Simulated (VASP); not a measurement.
Write the native input for VASP 6.6.1 that does the following.

```
Task                   : single point
Functional             : PBE
Potentials or basis    : VASP PAW PBE potentials, release 64 (Fe)
Cutoff                 : 600 eV
k mesh                 : 8 × 8 × 8
Occupations            : fermi-dirac, width 0.05 eV
Spin                   : collinear spin, ferromagnetic start
Starting moments       : [2.2] μB
Dipole correction      : no
Further INCAR settings : ALGO = Normal; EDIFF = 1e-06; NBANDS = 14
```

The structure of Fe lies in POSCAR:

```
Fe
1.0
   -1.4150000000      1.4150000000      1.4150000000
    1.4150000000     -1.4150000000      1.4150000000
    1.4150000000      1.4150000000     -1.4150000000
Fe
1
Direct
    0.0000000000      0.0000000000      0.0000000000
```

One way to write it, as run:

INCAR

```
SYSTEM = Fe
PREC = Accurate
ENCUT = 600
EDIFF = 1E-6
ISMEAR = -1
SIGMA = 0.05
LREAL = .False.
LASPH = .True.
NELM = 200
ALGO = Normal
ISIF = 2
LWAVE = .False.
LCHARG = .False.
ISPIN = 2
MAGMOM = 2.2
LORBIT = 11
LMAXMIX = 4
GGA = PE
NBANDS = 14
GGA_COMPAT = .False.
```

KPOINTS

```
regular mesh
0
Gamma
  8 8 8
  0 0 0
```

Potentials or basis: VASP PAW PBE potentials, release 64 (Fe).

Command:

```sh
$ cat potpaw_PBE.64/Fe/POTCAR > POTCAR
$ mpirun -np 1 vasp_std > vasp.out
```

It gave:

```
Pressure                                              : -1.4 GPa
Net moment                                            : 2.08 μB per cell
Site moments                                          : Fe +2.08 μB
Valence electrons inside the program's atomic spheres : Fe 7.27
```

Caveat: the k points lie up to 0.39 Å⁻¹ apart.

Run time: 12 s on 1 thread of AMD EPYC 7R43 64-Core Processor (Zen 3) (shared host), peak memory 0.1 GiB.
